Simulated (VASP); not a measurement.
Here is a VASP 6.6.1 calculation.

Contents of INCAR:

```
ALGO = Normal
EDIFF = 1E-6
ENCUT = 520
GGA = PS
ISIF = 2
ISMEAR = 1
LASPH = T
LCHARG = T
LELF = T
LREAL = F
LVHAR = T
LWAVE = F
NBANDS = 17
NELM = 60
PREC = Accurate
SIGMA = 0.1
```

File KPOINTS:

```
k-points
0
Gamma
  7 7 4
```

Contents of POSCAR:

```
Pt
1.0
    2.6981238438      0.0003207810     -0.0003651218
   -1.3487850402      2.3464843151     -0.0034074964
   -0.0006371286     -0.0072112837      4.7731581951
Pt
2
Direct
    0.6561495187      0.3242333256      0.7304014173
    0.3268993053      0.7160286338      0.2287546957
```

Potentials or basis: VASP PAW PBE potentials, release 64 (Pt).

Command:

```console
$ cat potpaw_PBE.64/Pt/POTCAR > POTCAR
$ mpirun -np 1 vasp_std > vasp.out
```

Predict the largest force.

0.121 eV/Å.

Estimate the pressure.

1.1 GPa.

Predict the band gap on the k mesh.

zero (band 10 reaches 11.35 eV, above the bottom of band 11 at 10.30 eV).

Forces in eV/Å, atoms in the order of the input:
```
Pt   0.085 -0.005 -0.087
Pt  -0.085  0.005  0.087
```

Caveat: the k points lie up to 0.38 Å⁻¹ apart; the PAW data sets were made with another functional, which shifts forces and pressure a little; spin-orbit coupling is left out, which moves the levels of the heavy elements.
